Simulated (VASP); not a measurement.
A run of VASP 6.6.1:

POSCAR

```
TiO2
1.0
    4.5973635523      0.0000000000      0.0000000000
    0.0000000000      4.5973635523      0.0000000000
    0.0000000000      0.0000000000      2.9928841877
Ti O
2 4
Direct
    0.0000000000      0.0000000000      0.0279194415
    0.5000000000      0.5000000000      0.5279194415
    0.3051400959      0.3051400959     -0.0417657324
    0.1948599041      0.8051400959      0.4582342676
    0.6948599041      0.6948599041     -0.0417657324
    0.8051400959      0.1948599041      0.4582342676
```

INCAR.step1

```
SYSTEM = TiO2
  ALGO = Normal
  EDIFF = 1E-4
  ENCUT = 520
  GGA = PE
  ISMEAR = 0
  LASPH = .TRUE.
  LCHARG = .FALSE.
  LDAU = .TRUE.
  LDAUJ = 0 0
  LDAUL = 2 -1
  LDAUTYPE = 2
  LDAUU = 4 0
  LMAXMIX = 4
  LREAL = .FALSE.
  LWAVE = .TRUE.
  NBANDS = 33
  NELM = 150
  PREC = Accurate
  SIGMA = 0.05
```

File INCAR.step2:

```
SYSTEM = TiO2
  ALGO = Normal
  EDIFF = 1E-7
  ENCUT = 520
  ISIF = 2
  ISMEAR = 0
  ISTART = 1
  LASPH = .TRUE.
  LCHARG = .FALSE.
  LDAU = .TRUE.
  LDAUJ = 0 0
  LDAUL = 2 -1
  LDAUPRINT = 1
  LDAUTYPE = 2
  LDAUU = 4 0
  LMAXMIX = 4
  LMIXTAU = .TRUE.
  LREAL = .FALSE.
  LWAVE = .FALSE.
  METAGGA = R2SCAN
  NBANDS = 33
  NELM = 150
  PREC = Accurate
  SIGMA = 0.05
```

The input KPOINTS:

```
k-points
0
G
  6 6 8
  0 0 0
```

Potentials or basis: VASP PAW PBE potentials, release 64 (Ti_sv, O).

Launch:

```sh
$ cat potpaw_PBE.64/Ti_sv/POTCAR potpaw_PBE.64/O/POTCAR > POTCAR
$ cp INCAR.step1 INCAR
$ mpirun -np 1 vasp_std > vasp.out
$ cp INCAR.step2 INCAR
$ mpirun -np 1 vasp_std > vasp.out
```

Hardware: 1 thread of Intel(R) Xeon(R) Platinum 8259CL CPU @ 2.50GHz (Skylake/Cascade Lake) (shared host).

**Question.** Estimate the wall time of this run.

**Answer.** Wall time 4.7 min on 1 thread of Intel(R) Xeon(R) Platinum 8259CL CPU @ 2.50GHz (Skylake/Cascade Lake), with other jobs on the host, peak memory 0.22 GiB. Counts: k points 50.
